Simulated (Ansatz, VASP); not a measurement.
## BeCu2GeSe4: VASP beside Ansatz

File INCAR:

```
SYSTEM = BeCu2GeSe4
ALGO     = Normal         ! electronic algorithm
EDIFF    = 1E-6           ! SCF threshold, eV
ENCUT    = 520            ! plane-wave cutoff, eV
GGA      = PE             ! functional
ISIF     = 2              ! what is computed and relaxed
ISMEAR   = 0              ! smearing method
LASPH    = .TRUE.         ! aspherical terms in the spheres
LCHARG   = .FALSE.        ! write CHGCAR
LREAL    = .FALSE.        ! projectors in reciprocal space
LWAVE    = .FALSE.        ! write WAVECAR
NBANDS   = 41             ! bands
NELM     = 60             ! most SCF steps
PREC     = Accurate       ! precision mode
SIGMA    = 0.01           ! smearing width, eV
```

File KPOINTS:

```
k-points
0
G
  6 6 6
  0 0 0
```

Contents of POSCAR:

```
BeCu2GeSe4
1.0
   -2.7769089031      2.7769089031      5.4087664629
    2.7769089031     -2.7769089031      5.4087664629
    2.7769089031      2.7769089031     -5.4087664629
Cu Be Ge Se
2 1 1 4
Direct
    0.0000000000      0.0000000000      0.0000000000
    0.7500000000      0.2500000000      0.5000000000
    0.2500000000      0.7500000000      0.5000000000
    0.5000000000      0.5000000000      0.0000000000
    0.1279573521      0.6316885860      1.0251486761
    0.3683114140      0.3934600901      0.4962687661
    0.6065399099      0.1028086761     -0.0251486761
    0.8971913239      0.8720426479      0.5037312339
```

Input for Ansatz:

```yaml
crystal:
  lattice:
    - [-2.7769089031, 2.7769089031, 5.4087664629]
    - [2.7769089031, -2.7769089031, 5.4087664629]
    - [2.7769089031, 2.7769089031, -5.4087664629]
  atoms:
    - { symbol: Cu, position: [0.0, 0.0, 0.0] }
    - { symbol: Cu, position: [0.75, 0.25, 0.5] }
    - { symbol: Be, position: [0.25, 0.75, 0.5] }
    - { symbol: Ge, position: [0.5, 0.5, 0.0] }
    - { symbol: Se, position: [0.1279573521, 0.631688586, 1.0251486761] }
    - { symbol: Se, position: [0.368311414, 0.3934600901, 0.4962687661] }
    - { symbol: Se, position: [0.6065399099, 0.1028086761, -0.0251486761] }
    - { symbol: Se, position: [0.8971913239, 0.8720426479, 0.5037312339] }
kpoints:
  mp_grid: { grid: [6, 6, 6] }
hamiltonian:
  xc: pbe
scf:
  occupations: { method: fixed }
  n_extra_bands: 6
output:
  forces: true
  stress: true
  eigenvalues: true
```

Alike in both runs: task single point; functional PBE; k mesh 6 × 6 × 6; no spin polarisation.

|  | VASP | Ansatz |
| --- | --- | --- |
| version | VASP 6.6.1 | Ansatz 0.2.0 |
| potentials or method | VASP PAW PBE potentials, release 64 (Cu, Be, Ge_d, Se) | plane waves, PAW |
| plane-wave cutoff (eV) | 520 | 420 |
| occupations | gaussian, width 0.01 eV | fixed |
| valence electrons in the cell | 62 | 118 |

|  | VASP | Ansatz | Ansatz less VASP |
| --- | --- | --- | --- |
| gap on the k mesh at the Fermi level (eV) | 0.26 | 0.25 | -0.016 |
| pressure (GPa) | 0.2 | 0.0 | -0.16 |
| rms of the force components (eV/Å) | 0.008 | 0.001 | -0.0068 |

Atom by atom the forces differ by 0.008 eV/Å (rms over components). VASP's potentials hold 62 valence electrons a cell and Ansatz's 118, so a difference there can come from the potentials and not from the codes.
